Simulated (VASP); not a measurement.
Input of a VASP 6.6.1 run:

The input POSCAR:

```
IrO
1.0
    0.0000000000      2.2488615170      2.2488615170
    2.2488615170      0.0000000000      2.2488615170
    2.2488615170      2.2488615170      0.0000000000
Ir O
1 1
Direct
    0.0000000000      0.0000000000      0.0000000000
    0.2500000000      0.2500000000      0.2500000000
```

Contents of INCAR.step1:

```
PREC     = Accurate       # precision mode
ENCUT    = 520            # plane-wave cutoff, eV
ISMEAR   = 0              # smearing method
SIGMA    = 0.1            # smearing width, eV
LREAL    = False          # projectors in reciprocal space
LASPH    = True           # aspherical terms in the spheres
NELM     = 60             # most SCF steps
NBANDS   = 14             # bands
GGA      = PE             # functional
ALGO     = Normal         # electronic algorithm
EDIFF    = 1E-4           # SCF threshold, eV
LWAVE    = True           # write WAVECAR
LCHARG   = False          # write CHGCAR
```

The input INCAR.step2:

```
PREC     = Accurate       # precision mode
ENCUT    = 520            # plane-wave cutoff, eV
EDIFF    = 1E-7           # SCF threshold, eV
ISMEAR   = 0              # smearing method
SIGMA    = 0.1            # smearing width, eV
LREAL    = False          # projectors in reciprocal space
LASPH    = True           # aspherical terms in the spheres
NELM     = 60             # most SCF steps
ALGO     = Normal         # electronic algorithm
ISIF     = 2              # what is computed and relaxed
LWAVE    = False          # write WAVECAR
LCHARG   = True           # write CHGCAR
METAGGA  = R2SCAN         # meta-GGA
LMIXTAU  = True         
LELF     = True           # ELF
LVHAR    = True         
NBANDS   = 14             # bands
ISTART   = 1
```

The input KPOINTS:

```
regular mesh
0
Gamma
  16 16 16
```

Potentials or basis: VASP PAW PBE potentials, release 64 (Ir, O).

The run is started by

```console
$ cat potpaw_PBE.64/Ir/POTCAR potpaw_PBE.64/O/POTCAR > POTCAR
$ cp INCAR.step1 INCAR
$ mpirun -np 1 vasp_std > vasp.out
$ cp INCAR.step2 INCAR
$ mpirun -np 1 vasp_std > vasp.out
```

Task: What does it give for the pressure?

Result: 48.8 GPa.

Caveat: the PAW data sets were made with another functional, which shifts forces and pressure a little; an odd number of electrons without spin polarisation forces a metal; a magnetic or distorted state may lie lower.
